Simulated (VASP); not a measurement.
# Si (a cell with a defect) in VASP: relaxation of the atoms with PBE

Aim: the relaxation of the atoms of Si (a cell with a defect) with PBE.

Everything below comes from runs of VASP 6.6.1. Logs are shortened: lines on timing, memory, paths and dates and some standing lists are left out, and cuts for length are marked.

### 1 The cell of the first run

The cell holds a defect, 31 atoms: a = 9.474 Å, b = 9.474 Å, c = 9.474 Å, α = 109.47°, β = 109.47°, γ = 109.47°.

### 2 Relaxation of the atoms, PBE (atoms taken out)

File INCAR:

```
SYSTEM = Si
PREC = Accurate
ENCUT = 450
EDIFF = 1E-7
ISMEAR = 0
SIGMA = 0.02
LREAL = Auto
LASPH = .TRUE.
NELM = 120
ALGO = Normal
ISIF = 2
LWAVE = .FALSE.
LCHARG = .FALSE.
GGA = PE
IBRION = 2
NSW = 80
EDIFFG = -0.02
NELECT = 122.0
GGA_COMPAT = .FALSE.
NELMIN = 4
```

File KPOINTS:

```
Automatic mesh
0
Gamma
  2 2 2
  0.5 0.5 0.5
```

File POSCAR:

```
Si
1.0
    5.4700937548      5.4700937548      5.4700937548
    5.4700937548     -5.4700937548     -5.4700937548
   -5.4700937548      5.4700937548     -5.4700937548
Si
31
Direct
    0.7500000000      0.7500000000      0.2500000000
    0.0000000000      0.7500000000      0.0000000000
    0.7500000000      0.5000000000      0.5000000000
    0.2500000000      0.7500000000      0.7500000000
    0.0000000000      0.5000000000      0.2500000000
    0.5000000000      0.7500000000      0.5000000000
    0.2500000000      0.5000000000      0.0000000000
    0.7500000000      0.2500000000      0.7500000000
    0.0000000000      0.2500000000      0.5000000000
    0.5000000000      0.5000000000      0.7500000000
    0.7500000000      0.0000000000      0.0000000000
    0.2500000000      0.2500000000      0.2500000000
    0.5000000000      0.2500000000      0.0000000000
    0.0000000000      0.0000000000      0.7500000000
    0.2500000000      0.0000000000      0.5000000000
    0.5000000000      0.0000000000      0.2500000000
    0.7500000000      0.7500000000      0.0000000000
    0.5000000000      0.5000000000      0.5000000000
    0.0000000000      0.7500000000      0.7500000000
    0.7500000000      0.5000000000      0.2500000000
    0.2500000000      0.7500000000      0.5000000000
    0.0000000000      0.5000000000      0.0000000000
    0.5000000000      0.2500000000      0.7500000000
    0.7500000000      0.2500000000      0.5000000000
    0.2500000000      0.5000000000      0.7500000000
    0.5000000000      0.0000000000      0.0000000000
    0.0000000000      0.2500000000      0.2500000000
    0.2500000000      0.2500000000      0.0000000000
    0.7500000000      0.0000000000      0.7500000000
    0.0000000000      0.0000000000      0.5000000000
    0.2500000000      0.0000000000      0.2500000000
```

Potentials or basis: VASP PAW PBE potentials, release 64 (Si).

Launch:

```console
> cat potpaw_PBE.64/Si/POTCAR > POTCAR
> mpirun -np 1 vasp_std > vasp.out
```

OUTCAR:

```text
SYSTEM = Si
   PREC = Accurate
   ENCUT = 450
   EDIFF = 1E-7
   ISMEAR = 0
   LREAL = Auto
   LASPH = .TRUE.
   NELM = 120
   ISIF = 2
   GGA = PE
   IBRION = 2
   NSW = 80
   EDIFFG = -0.02
   NELECT = 122.0
   NELMIN = 4

 ion  position               nearest neighbor table
   1  0.750  0.750  0.250-  17 2.37  20 2.37  30 2.37
   2  0.000  0.750  0.000-  17 2.37  19 2.37  22 2.37  31 2.37
   3  0.750  0.500  0.500-  18 2.37  19 2.37  20 2.37  24 2.37
   4  0.250  0.750  0.750-  19 2.37  21 2.37  25 2.37  26 2.37
   5  0.000  0.500  0.250-  20 2.37  21 2.37  22 2.37  27 2.37
   6  0.500  0.750  0.500-  18 2.37  21 2.37  29 2.37
   7  0.250  0.500  0.000-  22 2.37  25 2.37  28 2.37
   8  0.750  0.250  0.750-  22 2.37  23 2.37  24 2.37  29 2.37
   9  0.000  0.250  0.500-  24 2.37  25 2.37  27 2.37  30 2.37
  10  0.500  0.500  0.750-  17 2.37  18 2.37  23 2.37  25 2.37
  11  0.750  0.000  0.000-  17 2.37  26 2.37  27 2.37  29 2.37
  12  0.250  0.250  0.250-  18 2.37  27 2.37  28 2.37  31 2.37
  13  0.500  0.250  0.000-  20 2.37  23 2.37  26 2.37  28 2.37
  14  0.000  0.000  0.750-  19 2.37  28 2.37  29 2.37  30 2.37
  15  0.250  0.000  0.500-  21 2.37  23 2.37  30 2.37  31 2.37
  16  0.500  0.000  0.250-  24 2.37  26 2.37  31 2.37
  17  0.750  0.750  0.000-   1 2.37   2 2.37  10 2.37  11 2.37
  18  0.500  0.500  0.500-   3 2.37   6 2.37  10 2.37  12 2.37
  19  0.000  0.750  0.750-   2 2.37   3 2.37   4 2.37  14 2.37
  20  0.750  0.500  0.250-   1 2.37   3 2.37   5 2.37  13 2.37
  21  0.250  0.750  0.500-   4 2.37   5 2.37   6 2.37  15 2.37
  22  0.000  0.500  0.000-   2 2.37   5 2.37   7 2.37   8 2.37
  23  0.500  0.250  0.750-   8 2.37  10 2.37  13 2.37  15 2.37
  24  0.750  0.250  0.500-   3 2.37   8 2.37   9 2.37  16 2.37
  25  0.250  0.500  0.750-   4 2.37   7 2.37   9 2.37  10 2.37
  26  0.500  0.000  0.000-   4 2.37  11 2.37  13 2.37  16 2.37
  27  0.000  0.250  0.250-   5 2.37   9 2.37  11 2.37  12 2.37
  28  0.250  0.250  0.000-   7 2.37  12 2.37  13 2.37  14 2.37
  29  0.750  0.000  0.750-   6 2.37   8 2.37  11 2.37  14 2.37
  30  0.000  0.000  0.500-   1 2.37   9 2.37  14 2.37  15 2.37
  31  0.250  0.000  0.250-   2 2.37  12 2.37  15 2.37  16 2.37

  LATTYP: Found a body centered cubic cell.
 ALAT       =    10.9401875096

  Lattice vectors:

 A1 = (   5.4700937548,   5.4700937548,   5.4700937548)
 A2 = (   5.4700937548,  -5.4700937548,  -5.4700937548)
 A3 = (  -5.4700937548,   5.4700937548,  -5.4700937548)

Analysis of symmetry for initial positions (statically):
=====================================================================
 Subroutine PRICEL returns:
 Original cell was already a primitive cell.

 Routine SETGRP: Setting up the symmetry group for a
 body centered cubic supercell.

 Subroutine GETGRP returns: Found 24 space group operations
 (whereof  4 operations were pure point group operations)
 out of a pool of 48 trial point group operations.

The static configuration has the point symmetry S_4 .
 The point group associated with its full space group is T_d .

Analysis of symmetry for dynamics (positions and initial velocities):
=====================================================================
 Subroutine PRICEL returns:
 Original cell was already a primitive cell.

 Routine SETGRP: Setting up the symmetry group for a
 body centered cubic supercell.

 Subroutine GETGRP returns: Found 24 space group operations
 (whereof  4 operations were pure point group operations)
 out of a pool of 48 trial point group operations.

The dynamic configuration has the point symmetry S_4 .
 The point group associated with its full space group is T_d .

 Subroutine INISYM returns: Found 24 space group operations
 (whereof  4 operations are pure point group operations),
 and found     1 'primitive' translations

----------------------------------------------------------------------------------------

                                     Primitive cell

  volume of cell :     654.7030

  direct lattice vectors                    reciprocal lattice vectors
     5.470093755  5.470093755  5.470093755     0.091406112  0.091406112  0.000000000
     5.470093755 -5.470093755 -5.470093755     0.091406112  0.000000000 -0.091406112
    -5.470093755  5.470093755 -5.470093755     0.000000000  0.091406112 -0.091406112

  length of vectors
[... 94 lines left out ...]

 Following reciprocal coordinates:
            Coordinates               Weight
  0.250000  0.250000  0.250000      2.000000
 -0.250000  0.250000  0.250000      6.000000
   k-points           NKPTS =      2   k-points in BZ     NKDIM =      2   number of bands    NBANDS=     77
   number of dos      NEDOS =    301   number of ions     NIONS =     31
   total plane-waves  NPLWV = 343000
   dimension x,y,z NGX =    70 NGY =   70 NGZ =   70
   dimension x,y,z NGXF=   140 NGYF=  140 NGZF=  140
   ions per type =              31
   NGX,Y,Z   is equivalent  to a cutoff of  12.28, 12.28, 12.28 a.u.
   NGXF,Y,Z  is equivalent  to a cutoff of  24.57, 24.57, 24.57 a.u.
 SYSTEM =  Si
   PREC   = accura    normal or accurate (medium, high low for compatibility)
   ISTART =      0    job   : 0-new  1-cont  2-samecut
   ICHARG =      2    charge: 1-file 2-atom 10-const
   ISPIN  =      1    spin polarized calculation?
   LNONCOLLINEAR =      F non collinear calculations
   LSORBIT =      F    spin-orbit coupling
   LASPH  =      T    aspherical Exc in radial PAW
   ENCUT  =  450.0 eV  33.07 Ry    5.75 a.u.  16.39 16.39 16.39*2*pi/ulx,y,z
   NELM   =    120;   NELMIN=  4; NELMDL= -5     # of ELM steps
   EDIFF  = 0.1E-06   stopping-criterion for ELM
   LREAL  =      T    real-space projection
   EDIFFG = -.2E-01   stopping-criterion for IOM
   NSW    =     80    number of steps for IOM
   IBRION =      2    ionic relax: 0-MD 1-quasi-New 2-CG
   NFREE  =      1    steps in history (QN), initial steepest desc. (CG)
   ISIF   =      2    stress and relaxation
   ISYM   =      2    0-nonsym 1-usesym 2-fastsym
   POTIM  = 0.5000    time-step for ionic-motion
   TEBEG  =    0.0;   TEEND  =   0.0 temperature during run
   PSTRESS=    0.0 pullay stress
   NELECT =     122.0000    total number of electrons
   NUPDOWN=      -1.0000    fix difference up-down
   EMIN   =  10.00;   EMAX   =-10.00  energy-range for DOS
   EFERMI =   0.00;   METHOD = LEGACY
   ISMEAR =     0;   SIGMA  =   0.02  broadening in eV -4-tet -1-fermi 0-gaus
   EFERMI_NEDOS =   21; number of points for ismear=-14 and -15
   IALGO  =     38    algorithm
   IMIX   =      4    mixing-type and parameters
     AMIX     =   0.40;   BMIX     =  1.00
     AMIX_MAG =   1.60;   BMIX_MAG =  1.00
  volume/ion in A,a.u.               =      21.12       142.52
  Fermi-wavevector in a.u.,A,eV,Ry     =   0.935075  1.767036 11.896474  0.874366
  Thomas-Fermi vector in A             =   2.061946
   LORBIT       =      0    0 simple, 1 ext, 2 COOP (PROOUT), +10 PAW based schemes
   GGA     = PE    functional components
   LHFCALC =     F    Hartree Fock is set to
   AEXX    =    0.0000 exact exchange contribution
   IVDW    =     0    specifies the selected vdW correction
   LEPSILON=     F    determine dielectric tensor
   LRPA    =     F    only Hartree local field effects (RPA)
 conjugate gradient relaxation of ions
 non-spin polarized calculation
 Gauss-broadening in eV      SIGMA  =   0.02
  energy-cutoff  :      450.00
  volume of cell :      654.70
 maximum number of plane-waves:     14240
 NGX is ok and might be reduce to    70
   NGX = 33   NGY = 33   NGZ = 33

--------------------------------------- Ionic step        1  -------------------------------------------

 number of electron     122.0000009 magnetization

 Free energy of the ion-electron system (eV)
  ---------------------------------------------------
  ext. energy  EPLUGINS =         0.00000000
  ---------------------------------------------------
  free energy    TOTEN  =      -174.82727009 eV

  energy without entropy =     -174.82727009  energy(sigma->0) =     -174.82727009

------------------------ aborting loop because EDIFF is reached ----------------------------------------

  FORCE on cell =-STRESS in cart. coord.  units (eV):
  Direction    XX          YY          ZZ          XY          YZ          ZX
  --------------------------------------------------------------------------------------
  -------------------------------------------------------------------------------------
  Total      -22.1186503    -22.1186503    -22.1186503      0.0000000      0.0000000      0.0000000
  in kB      -54.1283644    -54.1283644    -54.1283644      0.0000000      0.0000000      0.0000000
  external PRESSURE =     -54.1283644 kB  Pullay stress =       0.0000000 kB
[... 176 lines left out ...]
  FREE ENERGIE OF THE ION-ELECTRON SYSTEM (eV)
  ---------------------------------------------------
  free  energy   TOTEN  =      -174.9275261955 eV

  energy  without entropy=     -174.9275261955  energy(sigma->0) =     -174.92752620

[... ionic steps 4 to 8 ...]

--------------------------------------- Ionic step        9  -------------------------------------------

 number of electron     122.0000003 magnetization

------------------------ aborting loop because EDIFF is reached ----------------------------------------
[... 125 lines left out ...]
--------------------------------------- Ionic step       11  -------------------------------------------

 number of electron     122.0000002 magnetization

 Free energy of the ion-electron system (eV)
  ---------------------------------------------------
  ext. energy  EPLUGINS =         0.00000000
  ---------------------------------------------------
  free energy    TOTEN  =      -174.98287618 eV

  energy without entropy =     -174.98287618  energy(sigma->0) =     -174.98287618

 E-fermi :   4.6866     XC(G=0):  -9.1365

 val. band max:        4.5549082454   @ k =   0.2500   0.2500   0.2500
 cond. band min:       5.2864874007   @ k =  -0.2500   0.2500   0.2500
 fundamental gap:      0.7315791554
 Fermi energy:         4.6866071509

 k-point     1 :       0.2500    0.2500    0.2500
  band No.  band energies     occupation
      1      -5.7078      2.00000
      2      -5.7078      2.00000
      3      -5.7078      2.00000
      4      -5.4390      2.00000
      5      -3.8419      2.00000
      6      -3.8419      2.00000
[... 65 lines left out ...]
     72       7.1257      0.00000
     73       7.1257      0.00000

 k-point     2 :      -0.2500    0.2500    0.2500
  band No.  band energies     occupation
      1      -6.1601      2.00000
      2      -5.2096      2.00000
      3      -5.2096      2.00000
      4      -5.1666      2.00000
      5      -4.9392      2.00000
      6      -4.4058      2.00000
[... 65 lines left out ...]
     72       7.6300      0.00000
     73       7.6300      0.00000
 [bands above 73 left out]

------------------------ aborting loop because EDIFF is reached ----------------------------------------

  FORCE on cell =-STRESS in cart. coord.  units (eV):
  Direction    XX          YY          ZZ          XY          YZ          ZX
  --------------------------------------------------------------------------------------
  -------------------------------------------------------------------------------------
  Total      -20.0168968    -20.0168968    -20.0168968     -0.0000000      0.0000000     -0.0000000
  in kB      -48.9849907    -48.9849907    -48.9849907     -0.0000000      0.0000000     -0.0000000
  external PRESSURE =     -48.9849907 kB  Pullay stress =       0.0000000 kB
[... 46 lines left out ...]
  FREE ENERGIE OF THE ION-ELECTRON SYSTEM (eV)
  ---------------------------------------------------
  free  energy   TOTEN  =      -174.9828761848 eV

  energy  without entropy=     -174.9828761848  energy(sigma->0) =     -174.98287618

 reached required accuracy - stopping structural energy minimisation
```

Wall time 23 min (1 thread of AMD EPYC 9755, shared host); peak memory 0.7 GiB.

Results:

```
Free energy                  : -174.9829 eV
Energy gained by relaxing    : 5.0 meV/atom
Ionic steps                  : 11
Largest force after relaxing : 0.015 eV/Å
```

Forces in eV/Å, atoms in the order of the input:
```
Si   0.002  0.002  0.002
Si   0.002  0.008  0.002
Si   0.002 -0.008 -0.002
Si  -0.002  0.008 -0.002
Si   0.008  0.002  0.002
Si  -0.002  0.002 -0.002
Si  -0.002 -0.002  0.002
Si  -0.002 -0.002  0.008
Si  -0.008 -0.002  0.002
Si  -0.002  0.002 -0.008
Si  -0.008  0.002 -0.002
Si   0.008 -0.002 -0.002
Si   0.002 -0.002 -0.008
Si  -0.002 -0.008  0.002
Si   0.002  0.002  0.008
Si   0.002 -0.002 -0.002
Si   0.010  0.007  0.010
Si  -0.010  0.010 -0.007
Si   0.000  0.000  0.000
Si   0.007  0.010  0.010
Si  -0.010  0.007 -0.010
Si  -0.010 -0.010  0.007
Si   0.000  0.000  0.000
Si   0.010 -0.007 -0.010
Si  -0.007 -0.010  0.010
Si   0.010 -0.010 -0.007
Si   0.000  0.000  0.000
Si  -0.010 -0.007  0.010
Si  -0.007  0.010 -0.010
Si   0.010  0.010  0.007
Si   0.007 -0.010 -0.010
```

Step by step:
| step | energy change (eV) | largest force (eV/Å) | pressure (GPa) |
| --- | --- | --- | --- |
| 1 | 0.0000 | 0.4724 | -5.41 |
| 2 | -0.1002 | 0.2031 | -5.33 |
| 3 | -0.1003 | 0.2019 | -5.33 |
| 4 | -0.1156 | 0.1612 | -5.28 |
| 5 | -0.1382 | 0.0925 | -5.13 |
| 6 | -0.1485 | 0.0554 | -5.09 |
| 7 | -0.1508 | 0.0656 | -5.05 |
| 8 | -0.1509 | 0.0645 | -5.05 |
| 9 | -0.1529 | 0.0488 | -5.01 |
| 10 | -0.1541 | 0.0319 | -4.95 |
| 11 | -0.1556 | 0.0153 | -4.90 |

Final structure:
```
Si
1.0
     5.47009    5.47009    5.47009
     5.47009   -5.47009   -5.47009
    -5.47009    5.47009   -5.47009
Si
31
Direct
  0.76119 0.75000 0.25000
  0.99876 0.75000 0.99973
  0.75027 0.49903 0.50027
  0.24973 0.75000 0.74876
  0.99876 0.49973 0.25000
  0.50000 0.75000 0.51119
  0.23881 0.48881 0.98881
  0.75097 0.25124 0.75124
  0.00124 0.25124 0.50097
  0.50000 0.49973 0.74876
  0.75027 0.00027 0.99903
  0.24973 0.24876 0.25000
  0.50000 0.24876 0.99973
  0.00124 0.00097 0.75124
  0.24903 0.00027 0.50027
  0.50000 0.01119 0.25000
  0.74578 0.75000 0.99667
  0.50000 0.49667 0.49578
  0.00000 0.75000 0.75000
  0.74578 0.49667 0.25000
  0.24667 0.75000 0.49578
  0.00089 0.50422 0.00422
  0.50000 0.25000 0.75000
  0.75333 0.24911 0.50333
  0.25422 0.50422 0.75089
  0.50000 0.99578 0.99667
  0.00000 0.25000 0.25000
  0.25422 0.25089 0.00422
  0.75333 0.00333 0.74911
  0.99911 0.00333 0.50333
  0.24667 0.99578 0.25000
```

Levels at points of the mesh, in eV from the Fermi level:
```csv
k point,band 58,band 59,band 60,band 61,band 62,band 63,band 64,band 65
"(0.25, 0.25, 0.25)",-0.17,-0.13,-0.13,-0.13,1.12,1.12,1.12,2.20
```

Caveat: the cell carries a net charge on a neutralising background, which shifts energy and pressure; the cell differs from its parent crystal (atoms taken out); the cell is charged against a uniform background, so pressure and absolute levels hang on convention.
